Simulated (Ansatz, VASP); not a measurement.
**ZnS in VASP and in Ansatz**

The input POSCAR:

```
ZnS
1.0
    3.8120000000      0.0000000000      0.0000000000
   -1.9060000000      3.3012888392      0.0000000000
    0.0000000000      0.0000000000     18.6899900000
Zn S
6 6
Direct
    0.0000000000      0.0000000000      0.0000095315
    0.0000000000      0.0000000000      0.5000095315
    0.3333333333      0.6666666667      0.1667493155
    0.6666666667      0.3333333333      0.6667493155
    0.6666666667      0.3333333333      0.3332585095
    0.3333333333      0.6666666667      0.8332585095
    0.0000000000      0.0000000000      0.1251054012
    0.0000000000      0.0000000000      0.6251054012
    0.3333333333      0.6666666667      0.2916746837
    0.6666666667      0.3333333333      0.7916746837
    0.6666666667      0.3333333333      0.4582025586
    0.3333333333      0.6666666667      0.9582025586
```

The input INCAR.step1:

```
SYSTEM = ZnS
PREC = Accurate
ENCUT = 440
ISMEAR = -1
SIGMA = 0.02
LREAL = .FALSE.
LASPH = .TRUE.
NELM = 120
NBANDS = 66
GGA = PE
ALGO = Normal
EDIFF = 1E-5
LWAVE = .TRUE.
LCHARG = .FALSE.
GGA_COMPAT = .FALSE.
```

INCAR.step2

```
SYSTEM = ZnS
PREC = Accurate
ENCUT = 440
EDIFF = 1E-7
ISMEAR = -1
SIGMA = 0.02
LREAL = .FALSE.
LASPH = .TRUE.
NELM = 120
ALGO = Normal
ISIF = 2
LWAVE = .FALSE.
LCHARG = .FALSE.
METAGGA = R2SCAN
LMIXTAU = .TRUE.
LEFG = .TRUE.
NBANDS = 66
ISTART = 1
GGA_COMPAT = .FALSE.
```

Contents of KPOINTS:

```
Automatic mesh
0
G
  8 8 2
  0 0 0
```

Input for Ansatz:

```yaml
crystal:
  lattice:
    - [3.812, 0.0, 0.0]
    - [-1.906, 3.3012888392, 0.0]
    - [0.0, 0.0, 18.68999]
  atoms:
    - { symbol: Zn, position: [0.0, 0.0, 9.5315e-06] }
    - { symbol: Zn, position: [0.0, 0.0, 0.5000095315] }
    - { symbol: Zn, position: [0.3333333333, 0.6666666667, 0.1667493155] }
    - { symbol: Zn, position: [0.6666666667, 0.3333333333, 0.6667493155] }
    - { symbol: Zn, position: [0.6666666667, 0.3333333333, 0.3332585095] }
    - { symbol: Zn, position: [0.3333333333, 0.6666666667, 0.8332585095] }
    - { symbol: S, position: [0.0, 0.0, 0.1251054012] }
    - { symbol: S, position: [0.0, 0.0, 0.6251054012] }
    - { symbol: S, position: [0.3333333333, 0.6666666667, 0.2916746837] }
    - { symbol: S, position: [0.6666666667, 0.3333333333, 0.7916746837] }
    - { symbol: S, position: [0.6666666667, 0.3333333333, 0.4582025586] }
    - { symbol: S, position: [0.3333333333, 0.6666666667, 0.9582025586] }
kpoints:
  mp_grid: { grid: [8, 8, 2] }
scf:
  occupations: { method: fermi_dirac, width: 0.02 }
hamiltonian:
  xc: r2scan
  pseudopotentials: { kind: paw }
output:
  forces: true
  stress: true
  populations: true
  efg:
    quadrupole_moments_barn: { Zn: 0.122, S: -0.0694 }
    contact_densities: true
```

Alike in both runs: task electric field gradients; functional r2SCAN; k mesh 8 × 8 × 2; occupations fermi-dirac, width 0.02 eV; no spin polarisation.

```csv
,VASP,Ansatz
version,VASP 6.6.1,Ansatz 0.2.0
potentials or method,"VASP PAW PBE potentials, release 64 (Zn, S)","plane-wave PAW, scalar-relativistic"
plane-wave cutoff (eV),440,500
valence electrons in the cell,108,108
```

|  | VASP | Ansatz | Ansatz less VASP |
| --- | --- | --- | --- |
| gap on the k mesh at the Fermi level (eV) | 2.73 | 2.72 | -0.010 |
| pressure (GPa) | -0.3 | -0.1 | +0.14 |
| rms of the force components (eV/Å) | 0.008 | 0.003 | -0.0051 |
| size of Vzz on the site where it differs most (V/Å²) | 0.5 | 0.6 | +0.07 |

VASP's potentials were made for PBE, not for r2SCAN. Atom by atom the forces differ by 0.007 eV/Å (rms over components). The functional is the same, so the differences come from potentials, cutoffs and numerics.
